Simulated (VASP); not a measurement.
The system is Hf.

```
Hf
1.0
     3.19670    0.00000    0.00000
    -1.59835    2.76842    0.00000
     0.00000    0.00000    5.05780
Hf
2
Cartesian
  0.0000 1.8456 1.2645
  1.5984 0.9228 3.7934
```

Base run:

* Program: VASP 6.6.1
* Functional: LDA
* Potentials or basis: VASP PAW LDA potentials, release 64 (Hf_pv)
* Cutoff: 520 eV
* k mesh: 12 × 12 × 7
* Occupations: fermi-dirac, width 0.05 eV
* Spin: collinear spin, ferromagnetic start
* Starting moments: [1.2, 1.2] μB
* Fixed moment: 2.4 μB

Its results: pressure -3.8 GPa; site moments Hf +0.83 μB.

After a change of settings the same cell gave: pressure -7.0 GPa; site moments Hf +0.28 μB. Which change was it?
A. fixed moment from 2.4 μB to 1.8 μB; moments at the start from [1.2, 1.2] to [0.9, 0.9]
B. fixed moment from 2.4 μB to 3.2 μB; moments at the start from [1.2, 1.2] to [1.6, 1.6]
C. fixed moment from 2.4 μB to 0.8 μB; moments at the start from [1.2, 1.2] to [0.4, 0.4]

C.

Caveats: the total moment is fixed, so each spin has its own Fermi level.
